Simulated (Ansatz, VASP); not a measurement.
## MnHg in VASP and in Ansatz

```
Mn Hg
1.0
     3.29892    0.00000    0.00000
     0.00000    3.29892    0.00000
     0.00000    0.00000    3.32401
Mn Hg
1 1
Direct
  0.50000 0.50000 0.50000
  0.00000 0.00000 0.00000
```

Alike in both runs: task single point; functional PBE; k mesh 9 × 9 × 9; collinear spin.

```csv
,VASP,Ansatz
version,VASP 6.6.1,Ansatz 0.2.0
potentials or method,"VASP PAW PBE potentials, release 64 (Mn_pv, Hg), cutoff 520 eV","plane waves, PAW"
occupations,"fermi-dirac, width 0.1 eV",fermi-dirac
valence electrons in the cell,25,35
```

|  | VASP | Ansatz | Ansatz less VASP |
| --- | --- | --- | --- |
| pressure (GPa) | 1.1 | 0.6 | -0.47 |
| net moment per atom (μB) | 1.92 | 1.92 | -0.002 |
| size of the moment on the site where the two differ most (μB) | 3.77 | 3.82 | +0.051 |

Site moments also hang on the region over which each program counts them. VASP's potentials hold 25 valence electrons a cell and Ansatz's 35, so a difference there can come from the potentials and not from the codes.

Neither program's run includes spin-orbit coupling.
